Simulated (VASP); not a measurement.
Input of a VASP 6.6.1 run:

File INCAR:

```
SYSTEM = TaN
PREC     = Accurate       ! precision mode
ENCUT    = 600            ! plane-wave cutoff, eV
EDIFF    = 1E-6           ! SCF threshold, eV
ISMEAR   = -1             ! smearing method
SIGMA    = 0.01           ! smearing width, eV
LREAL    = .False.        ! projectors in reciprocal space
LASPH    = .True.         ! aspherical terms in the spheres
NELM     = 120            ! most SCF steps
ALGO     = Normal         ! electronic algorithm
ISIF     = 2              ! what is computed and relaxed
LWAVE    = .False.        ! write WAVECAR
LCHARG   = .True.         ! write CHGCAR
GGA      = PS             ! functional
LELF     = .True.         ! ELF
LVHAR    = .True.       
NBANDS   = 24             ! bands
GGA_COMPAT= .False.
```

File KPOINTS:

```
Automatic mesh
0
Gamma
  9 9 5
  0 0 0
```

The input POSCAR:

```
TaN
1.0
    3.0500010905      0.0000000000      0.0000000000
   -1.5250005453      2.6413784260      0.0000000000
    0.0000000000      0.0000000000      5.0882000000
Ta N
2 2
Direct
    0.3333333333      0.6666666667      0.0000000000
    0.6666666667      0.3333333333      0.5000000000
    0.3333333333      0.6666666667      0.3850000000
    0.6666666667      0.3333333333      0.8850000000
```

Potentials or basis: VASP PAW PBE potentials, release 64 (Ta_pv, N).

Run with:

```sh
$ cat potpaw_PBE.64/Ta_pv/POTCAR potpaw_PBE.64/N/POTCAR > POTCAR
$ mpirun -np 1 vasp_std > vasp.out
```

**Question.** Estimate the band gap on the k mesh.

**Answer.** Zero (band 16 reaches 9.87 eV, above the bottom of band 17 at 7.64 eV).

**Question.** What does it give for the largest force?

**Answer.** 3.631 eV/Å.

Stress tensor (GPa, compression positive):
```
122.99   0.00   0.00
  0.00 122.99   0.00
  0.00   0.00  87.31
```

Caveat: the cell differs from its parent crystal (zz strain of +3 %); the PAW data sets were made with another functional, which shifts forces and pressure a little; spin-orbit coupling is left out, which moves the levels of the heavy elements.
